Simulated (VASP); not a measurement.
# Ag (I4/mmm) in VASP: a series of runs

Runs on Ag. Level: PBE. Tasks: single point.

All numbers are computed with VASP 6.6.1; they aren't measurements. Logs are shortened: lines on timing, memory, paths and dates and some standing lists are left out, and cuts for length are marked.

### 1 The cell of the first run

Symmetry: I4/mmm, No. 139, tetragonal system. The conventional cell has a = 3.005 Å, b = 3.005 Å, c = 3.759 Å, α = 90.00°, β = 90.00°, γ = 90.00°. Ag (site symmetry 4/mmm) has 12 Ag at 2.84 to 3.00 Å within 3.7 Å.

### 2 Single point, PBE (strain +0.040 along x and y, -0.080 along z)

Input file INCAR:

```
PREC     = Accurate       # precision mode
ENCUT    = 520            # plane-wave cutoff, eV
EDIFF    = 1E-6           # SCF threshold, eV
ISMEAR   = 0              # smearing method
SIGMA    = 0.15           # smearing width, eV
LREAL    = False          # projectors in reciprocal space
LASPH    = True           # aspherical terms in the spheres
NELM     = 60             # most SCF steps
ALGO     = Normal         # electronic algorithm
ISIF     = 2              # what is computed and relaxed
LWAVE    = False          # write WAVECAR
LCHARG   = False          # write CHGCAR
GGA      = PE             # functional
NBANDS   = 12             # bands
```

Input file KPOINTS:

```
Automatic mesh
0
Gamma
  20 20 20
```

Input file POSCAR:

```
Ag
1.0
    0.0000000000      2.1248240000      1.8796520000
    2.1248240000      0.0000000000      1.8796520000
    2.1248240000      2.1248240000      0.0000000000
Ag
1
Direct
    0.0000000000      0.0000000000      0.0000000000
```

Potentials or basis: VASP PAW PBE potentials, release 64 (Ag).

Launch:

```bash
$ cat potpaw_PBE.64/Ag/POTCAR > POTCAR
$ mpirun -np 1 vasp_std > vasp.out
```

OUTCAR:

```text
PREC = Accurate
   ENCUT = 520
   EDIFF = 1E-6
   ISMEAR = 0
   LREAL = False
   LASPH = True
   NELM = 60
   ISIF = 2
   GGA = PE

 ion  position               nearest neighbor table
   1  0.000  0.000  0.000-

  LATTYP: Found a body centered tetragonal cell.
 ALAT       =     3.0049549185
 C/A-ratio  =     1.2510350744

  Lattice vectors:

 A1 = (   0.0000000000,  -2.1248240000,  -1.8796520000)
 A2 = (   0.0000000000,   2.1248240000,  -1.8796520000)
 A3 = (   2.1248240000,   0.0000000000,   1.8796520000)

Analysis of symmetry for initial positions (statically):
=====================================================================
 Subroutine PRICEL returns:
 Original cell was already a primitive cell.

 Routine SETGRP: Setting up the symmetry group for a
 body centered tetragonal supercell.

 Subroutine GETGRP returns: Found 16 space group operations
 (whereof 16 operations were pure point group operations)
 out of a pool of 16 trial point group operations.

The static configuration has the point symmetry D_4h.

Analysis of symmetry for dynamics (positions and initial velocities):
=====================================================================
 Subroutine PRICEL returns:
 Original cell was already a primitive cell.

 Routine SETGRP: Setting up the symmetry group for a
 body centered tetragonal supercell.

 Subroutine GETGRP returns: Found 16 space group operations
 (whereof 16 operations were pure point group operations)
 out of a pool of 16 trial point group operations.

The dynamic configuration has the point symmetry D_4h.

 Subroutine INISYM returns: Found 16 space group operations
 (whereof 16 operations are pure point group operations),
 and found     1 'primitive' translations

----------------------------------------------------------------------------------------

                                     Primitive cell

  volume of cell :      16.9728

  direct lattice vectors                    reciprocal lattice vectors
     0.000000000  2.124824000  1.879652000    -0.235313607  0.235313607  0.266006686
     2.124824000  0.000000000  1.879652000     0.235313607 -0.235313607  0.266006686
     2.124824000  2.124824000  0.000000000     0.235313607  0.235313607 -0.266006686

  length of vectors
     2.836894195  2.836894195  3.004954918     0.426033502  0.426033502  0.426033502

  position of ions in fractional coordinates (direct lattice)
     0.000000000  0.000000000  0.000000000

  ion indices of the primitive-cell ions
   primitive index   ion index
                 1           1

----------------------------------------------------------------------------------------

 KPOINTS: Automatic mesh

Automatic generation of k-mesh.
 Grid dimensions read from file:
 generate k-points for:   20   20   20

 Generating k-lattice:

  Cartesian coordinates                     Fractional coordinates (reciprocal lattice)
    -0.011765680  0.011765680  0.013300334     0.050000000 -0.000000000  0.000000000
     0.011765680 -0.011765680  0.013300334    -0.000000000  0.050000000  0.000000000
     0.011765680  0.011765680 -0.013300334     0.000000000  0.000000000  0.050000000

  Length of vectors
     0.021301675  0.021301675  0.021301675

  Shift w.r.t. Gamma in fractional coordinates (k-lattice)
     0.000000000  0.000000000  0.000000000

 Subroutine IBZKPT returns following result:
 ===========================================

 Found    641 irreducible k-points:

 Following reciprocal coordinates:
            Coordinates               Weight
  0.000000  0.000000  0.000000      1.000000
  0.050000 -0.000000  0.000000      8.000000
  0.100000 -0.000000  0.000000      8.000000
  0.150000  0.000000  0.000000      8.000000
  0.200000 -0.000000  0.000000      8.000000
  0.250000  0.000000  0.000000      8.000000
[... 16 lines left out ...]
 -0.400000  0.050000  0.000000      8.000000
 -0.350000  0.050000  0.000000      8.000000
 [... further k-points ...]
   k-points           NKPTS =    641   k-points in BZ     NKDIM =    641   number of bands    NBANDS=     12
   number of dos      NEDOS =    301   number of ions     NIONS =      1
   total plane-waves  NPLWV =  13824
   dimension x,y,z NGX =    24 NGY =   24 NGZ =   24
   dimension x,y,z NGXF=    48 NGYF=   48 NGZF=   48
   ions per type =               1
   NGX,Y,Z   is equivalent  to a cutoff of  14.06, 14.06, 13.28 a.u.
   NGXF,Y,Z  is equivalent  to a cutoff of  28.13, 28.13, 26.56 a.u.
 SYSTEM =  unknown system
   PREC   = accura    normal or accurate (medium, high low for compatibility)
   ISTART =      0    job   : 0-new  1-cont  2-samecut
   ICHARG =      2    charge: 1-file 2-atom 10-const
   ISPIN  =      1    spin polarized calculation?
   LNONCOLLINEAR =      F non collinear calculations
   LSORBIT =      F    spin-orbit coupling
   LASPH  =      T    aspherical Exc in radial PAW
   ENCUT  =  520.0 eV  38.22 Ry    6.18 a.u.   5.27  5.27  5.59*2*pi/ulx,y,z
   NELM   =     60;   NELMIN=  2; NELMDL= -5     # of ELM steps
   EDIFF  = 0.1E-05   stopping-criterion for ELM
   LREAL  =      F    real-space projection
   EDIFFG = 0.1E-04   stopping-criterion for IOM
   NSW    =      0    number of steps for IOM
   IBRION =     -1    ionic relax: 0-MD 1-quasi-New 2-CG
   NFREE  =      0    steps in history (QN), initial steepest desc. (CG)
   ISIF   =      2    stress and relaxation
   ISYM   =      2    0-nonsym 1-usesym 2-fastsym
   POTIM  = 0.5000    time-step for ionic-motion
   TEBEG  =    0.0;   TEEND  =   0.0 temperature during run
   PSTRESS=    0.0 pullay stress
   NELECT =      11.0000    total number of electrons
   NUPDOWN=      -1.0000    fix difference up-down
   EMIN   =  10.00;   EMAX   =-10.00  energy-range for DOS
   EFERMI =   0.00;   METHOD = LEGACY
   ISMEAR =     0;   SIGMA  =   0.15  broadening in eV -4-tet -1-fermi 0-gaus
   EFERMI_NEDOS =   21; number of points for ismear=-14 and -15
   IALGO  =     38    algorithm
   IMIX   =      4    mixing-type and parameters
     AMIX     =   0.40;   BMIX     =  1.00
     AMIX_MAG =   1.60;   BMIX_MAG =  1.00
  volume/ion in A,a.u.               =      16.97       114.54
  Fermi-wavevector in a.u.,A,eV,Ry     =   1.416733  2.677237 27.308685  2.007132
  Thomas-Fermi vector in A             =   2.538036
   LORBIT       =      0    0 simple, 1 ext, 2 COOP (PROOUT), +10 PAW based schemes
   GGA     = PE    functional components
   LHFCALC =     F    Hartree Fock is set to
   AEXX    =    0.0000 exact exchange contribution
   IVDW    =     0    specifies the selected vdW correction
   LEPSILON=     F    determine dielectric tensor
   LRPA    =     F    only Hartree local field effects (RPA)
 non-spin polarized calculation
 Gauss-broadening in eV      SIGMA  =   0.15
  energy-cutoff  :      520.00
  volume of cell :       16.97
 maximum number of plane-waves:       475
 NGX is ok and might be reduce to    24
   NGX = 11   NGY = 11   NGZ = 11

 number of electron      11.0000000 magnetization

 Free energy of the ion-electron system (eV)
  ---------------------------------------------------
  ext. energy  EPLUGINS =         0.00000000
  ---------------------------------------------------
  free energy    TOTEN  =        -2.69278662 eV

  energy without entropy =       -2.68971242  energy(sigma->0) =       -2.69124952

 E-fermi :   8.5097     XC(G=0): -12.2364

 val. band max:        8.4871038646   @ k =   0.5000   0.1000   0.3000
 cond. band min:       8.5185986763   @ k =  -0.2500   0.3000   0.1000
 fundamental gap:      0.0314948117
 Fermi energy:         8.5096938512

 k-point     1 :       0.0000    0.0000    0.0000
  band No.  band energies     occupation
      1       0.6951      2.00000
      2       3.4829      2.00000
      3       3.4829      2.00000
      4       4.1640      2.00000
      5       4.3003      2.00000
      6       5.0137      2.00000
      7      24.7645      0.00000
      8      27.5848      0.00000
      9      27.5848      0.00000
     10      29.3974      0.00000
     11      32.9686      0.00000
     12      33.3062      0.00000

 k-point     2 :       0.0500   -0.0000    0.0000
  band No.  band energies     occupation
      1       0.7744      2.00000
      2       3.4847      2.00000
      3       3.5045      2.00000
      4       4.1628      2.00000
      5       4.3003      2.00000
      6       4.9994      2.00000
      7      24.7735      0.00000
      8      27.1943      0.00000
      9      27.6279      0.00000
     10      29.0842      0.00000
     11      32.8209      0.00000
     12      33.5653      0.00000

 k-point     3 :       0.1000   -0.0000    0.0000
  band No.  band energies     occupation
      1       1.0055      2.00000
      2       3.4887      2.00000
      3       3.5567      2.00000
      4       4.1657      2.00000
      5       4.3127      2.00000
      6       4.9619      2.00000
      7      24.6100      0.00000
      8      26.1614      0.00000
      9      27.7431      0.00000
     10      28.8725      0.00000
     11      31.8935      0.00000
     12      33.2131      0.00000
[... 286 lines left out ...]
 k-point    23 :      -0.4000    0.0500    0.0000
  band No.  band energies     occupation
      1       2.1676      2.00000
      2       3.3705      2.00000
      3       4.0238      2.00000
      4       5.1433      2.00000
      5       5.4681      2.00000
      6       7.0406      2.00000
      7      13.9459      0.00000
      8      23.5784      0.00000
      9      25.5821      0.00000
     10      27.4859      0.00000
     11      30.3207      0.00000
     12      31.6052      0.00000

 k-point    24 :      -0.3500    0.0500    0.0000
  band No.  band energies     occupation
      1       2.2232      2.00000
      2       3.4289      2.00000
      3       4.0676      2.00000
      4       4.9775      2.00000
      5       5.2325      2.00000
      6       6.0428      2.00000
      7      15.6287      0.00000
      8      23.9698      0.00000
      9      26.4082      0.00000
     10      27.3611      0.00000
     11      30.1095      0.00000
     12      31.2911      0.00000

 [... further k-points ...]
[... 5 lines left out ...]
  --------------------------------------------------------------------------------------
  -------------------------------------------------------------------------------------
  Total        0.4872174      0.4872174      0.7499486      0.0000000      0.0000000      0.0000000
  in kB       45.9917557     45.9917557     70.7927407      0.0000000      0.0000000      0.0000000
  external PRESSURE =      54.2587507 kB  Pullay stress =       0.0000000 kB

 VOLUME and BASIS-vectors are now :
 -----------------------------------------------------------------------------
  energy-cutoff  :      520.00
  volume of cell :       16.97
      direct lattice vectors                 reciprocal lattice vectors
     0.000000000  2.124824000  1.879652000    -0.235313607  0.235313607  0.266006686
     2.124824000  0.000000000  1.879652000     0.235313607 -0.235313607  0.266006686
     2.124824000  2.124824000  0.000000000     0.235313607  0.235313607 -0.266006686

 POSITION                                       TOTAL-FORCE (eV/Angst)
 -----------------------------------------------------------------------------------
      0.00000      0.00000      0.00000         0.000000     -0.000000      0.000000
 -----------------------------------------------------------------------------------
    total drift:                               -0.000000      0.000000     -0.000000

  FREE ENERGIE OF THE ION-ELECTRON SYSTEM (eV)
  ---------------------------------------------------
  free  energy   TOTEN  =        -2.6927866237 eV

  energy  without entropy=       -2.6897124179  energy(sigma->0) =       -2.69124952
```

Run time: 34 s. Hardware: 1 thread of Intel Xeon 6975P-C (Granite Rapids), shared host; peak memory 0.24 GiB.

Results:

```yaml
Free_energy: -2.6928 eV
Pressure: 5.4 GPa
```

Levels at points of the mesh, in eV from the Fermi level:
```csv
k point,band 2,band 3,band 4,band 5,band 6,band 7,band 8,band 9,band 10,band 11
"(0.00, 0.00, 0.00)",-5.03,-5.03,-4.35,-4.21,-3.50,16.25,19.08,19.08,20.89,24.46
"(0.50, 0.00, 0.00)",-5.22,-4.46,-3.19,-2.81,-0.39,3.69,14.71,16.56,20.12,21.73
"(0.50, 0.50, 0.00)",-6.35,-3.01,-2.76,-2.76,3.16,8.89,9.26,9.26,15.83,15.86
"(0.50, 0.00, 0.50)",-6.28,-3.10,-3.07,-2.59,0.92,5.79,11.42,11.69,18.02,18.29
```

Caveat: the cell differs from its parent crystal (strain +0.040 along x and y, -0.080 along z).

### 3 Single point, PBE (strain +0.040 along x and y, -0.040 along z)

Input file INCAR:

```
SYSTEM = Ag
PREC = Accurate
ENCUT = 520
EDIFF = 1E-6
ISMEAR = 0
SIGMA = 0.15
LREAL = .False.
LASPH = .True.
NELM = 80
ALGO = Normal
ISIF = 2
LWAVE = .False.
LCHARG = .False.
GGA = PE
NBANDS = 12
```

Input file KPOINTS:

```
Automatic mesh
0
Gamma
  20 20 20
  0 0 0
```

Input file POSCAR:

```
Ag
1.0
    0.0000000000      2.1248240000      1.9613760000
    2.1248240000      0.0000000000      1.9613760000
    2.1248240000      2.1248240000      0.0000000000
Ag
1
Direct
    0.0000000000      0.0000000000      0.0000000000
```

Potentials or basis: VASP PAW PBE potentials, release 64 (Ag).

Launch:

```bash
$ cat potpaw_PBE.64/Ag/POTCAR > POTCAR
$ mpirun -np 1 vasp_std > vasp.out
```

It took 32 s on 1 thread of Intel Xeon 6975P-C (Granite Rapids), shared host; peak memory 0.25 GiB.

It converged, with:

```
Free energy : -2.7141 eV
Pressure    : 0.7 GPa
```

Stress tensor (GPa, compression positive):
```
0.00 0.00 0.00
0.00 0.00 0.00
0.00 0.00 2.08
```

Levels at points of the mesh, in eV from the Fermi level:
```
           k point  band 3  band 4  band 5  band 6  band 7  band 8  band 9  band 10
(0.00, 0.00, 0.00)   -4.82   -4.39   -3.98   -3.52   16.01   18.96   18.96    19.95
(0.50, 0.00, 0.00)   -4.48   -3.10   -2.87   -0.30    3.41   14.84   16.57    18.80
(0.50, 0.50, 0.00)   -3.01   -2.77   -2.77    2.58    7.76    9.54    9.54    15.79
(0.50, 0.00, 0.50)   -3.04   -2.97   -2.66    1.19    5.80   10.93   11.04    17.20
```

Caveat: the cell differs from its parent crystal (strain +0.040 along x and y, -0.040 along z).

### 4 Single point, PBE (strain +0.080 along x and y, -0.080 along z)

Input file INCAR:

```
SYSTEM = Ag
ALGO = Fast ; EDIFF = 1E-6
ENCUT = 520 ; GGA = PE
ISIF = 2 ; ISMEAR = 0
LASPH = .True. ; LCHARG = .True.
LELF = .True. ; LREAL = .False.
LVHAR = .True. ; LWAVE = .False.
NBANDS = 12 ; NELM = 80
PREC = Accurate ; SIGMA = 0.15
```

Input file KPOINTS:

```
k-points
0
Gamma
  20 20 20
  0 0 0
```

Input file POSCAR:

```
Ag
1.0
    0.0000000000      2.2065480000      1.8796520000
    2.2065480000      0.0000000000      1.8796520000
    2.2065480000      2.2065480000      0.0000000000
Ag
1
Direct
    0.0000000000      0.0000000000      0.0000000000
```

Launch:

```bash
$ cat potpaw_PBE.64/Ag/POTCAR > POTCAR
$ mpirun -np 1 vasp_std > vasp.out
```

Run time: 39 s. Hardware: 1 thread of Intel Xeon 6975P-C (Granite Rapids), shared host; peak memory 0.25 GiB.

The run converged. Its results:

```yaml
Free_energy: -2.6998 eV
Pressure: -1.8 GPa
```

Stress tensor (GPa, compression positive):
```
-2.41  0.00  0.00
 0.00 -2.41  0.00
 0.00  0.00 -0.53
```

Levels at points of the mesh, in eV from the Fermi level:
| k point | band 4 | band 5 | band 6 | band 7 | band 8 | band 9 |
| --- | --- | --- | --- | --- | --- | --- |
| (0.00, 0.00, 0.00) | -4.12 | -4.00 | -3.34 | 16.24 | 18.49 | 18.49 |
| (0.50, 0.00, 0.00) | -3.17 | -2.74 | -0.14 | 3.35 | 14.23 | 15.45 |
| (0.50, 0.50, 0.00) | -2.74 | -2.74 | 3.67 | 8.55 | 8.55 | 8.90 |
| (0.50, 0.00, 0.50) | -3.08 | -2.57 | 0.88 | 5.02 | 11.38 | 11.58 |

Caveat: the cell differs from its parent crystal (strain +0.080 along x and y, -0.080 along z).

### 5 Single point, PBE (strain +0.080 along x and y, -0.040 along z)

Input file INCAR:

```
SYSTEM = Ag
PREC = Accurate
ENCUT = 520
EDIFF = 1E-7
ISMEAR = 0
SIGMA = 0.15
LREAL = .False.
LASPH = .True.
NELM = 60
ALGO = Fast
ISIF = 2
LWAVE = .False.
LCHARG = .False.
GGA = PE
NBANDS = 12
```

Input file KPOINTS:

```
Automatic mesh
0
Gamma
  20 20 20
  0 0 0
```

Input file POSCAR:

```
Ag
1.0
    0.0000000000      2.2065480000      1.9613760000
    2.2065480000      0.0000000000      1.9613760000
    2.2065480000      2.2065480000      0.0000000000
Ag
1
Direct
    0.0000000000      0.0000000000      0.0000000000
```

Launch:

```bash
$ cat potpaw_PBE.64/Ag/POTCAR > POTCAR
$ mpirun -np 1 vasp_std > vasp.out
```

Run time: 90 s. Hardware: 1 thread of Intel Xeon Platinum 8375C at 2.90GHz (Ice Lake), shared host; peak memory 0.25 GiB.

It converged, with:

```
Free energy : -2.6888 eV
Pressure    : -4.9 GPa
```

Stress tensor (GPa, compression positive):
```
-5.43  0.00  0.00
 0.00 -5.43  0.00
 0.00  0.00 -3.83
```

Levels at points of the mesh, in eV from the Fermi level:
| k point | band 3 | band 4 | band 5 | band 6 | band 7 | band 8 | band 9 | band 10 |
| --- | --- | --- | --- | --- | --- | --- | --- | --- |
| (0.00, 0.00, 0.00) | -4.59 | -4.05 | -3.92 | -3.36 | 15.92 | 18.31 | 18.31 | 19.44 |
| (0.50, 0.00, 0.00) | -4.14 | -3.10 | -2.80 | -0.08 | 3.07 | 14.35 | 15.44 | 18.87 |
| (0.50, 0.50, 0.00) | -2.96 | -2.75 | -2.75 | 3.06 | 7.78 | 8.81 | 8.81 | 14.46 |
| (0.50, 0.00, 0.50) | -3.02 | -3.00 | -2.62 | 1.12 | 5.03 | 10.85 | 10.90 | 16.60 |

Caveat: the cell differs from its parent crystal (strain +0.080 along x and y, -0.040 along z).

### 6 Single point, PBE (strain +0.080 along x and y, +0.000 along z)

Input file INCAR:

```
SYSTEM = Ag
  ALGO = Fast
  EDIFF = 1E-7
  ENCUT = 520
  GGA = PE
  ISIF = 2
  ISMEAR = 0
  LASPH = .TRUE.
  LCHARG = .TRUE.
  LELF = .TRUE.
  LREAL = .FALSE.
  LVHAR = .TRUE.
  LWAVE = .FALSE.
  NBANDS = 12
  NELM = 60
  PREC = Accurate
  SIGMA = 0.15
```

Input file KPOINTS:

```
k-points
0
G
  20 20 20
  0 0 0
```

Input file POSCAR:

```
Ag
1.0
    0.0000000000      2.2065480000      2.0431000000
    2.2065480000      0.0000000000      2.0431000000
    2.2065480000      2.2065480000      0.0000000000
Ag
1
Direct
    0.0000000000      0.0000000000      0.0000000000
```

Potentials or basis: VASP PAW PBE potentials, release 64 (Ag).

Launch:

```bash
$ cat potpaw_PBE.64/Ag/POTCAR > POTCAR
$ mpirun -np 1 vasp_std > vasp.out
```

Wall time 1.7 min (1 thread of Intel Xeon Platinum 8375C at 2.90GHz (Ice Lake), shared host); peak memory 0.26 GiB.

Results (log left out):

* Free energy: -2.6637 eV
* Pressure: -7.2 GPa

Stress tensor (GPa, compression positive):
```
-7.58  0.00  0.00
 0.00 -7.58  0.00
 0.00  0.00 -6.34
```

Levels at points of the mesh, in eV from the Fermi level:
| k point | band 3 | band 4 | band 5 | band 6 | band 7 | band 8 | band 9 | band 10 |
| --- | --- | --- | --- | --- | --- | --- | --- | --- |
| (0.00, 0.00, 0.00) | -4.44 | -4.09 | -3.75 | -3.39 | 15.67 | 18.09 | 18.09 | 18.67 |
| (0.50, 0.00, 0.00) | -4.16 | -3.04 | -2.86 | -0.01 | 2.82 | 14.45 | 15.43 | 17.59 |
| (0.50, 0.50, 0.00) | -2.97 | -2.77 | -2.77 | 2.55 | 6.78 | 9.04 | 9.04 | 14.44 |
| (0.50, 0.00, 0.50) | -2.99 | -2.93 | -2.69 | 1.35 | 5.05 | 10.34 | 10.35 | 15.85 |

Caveat: the cell differs from its parent crystal (strain +0.080 along x and y, +0.000 along z).

(Continued in part 2 of 2.)
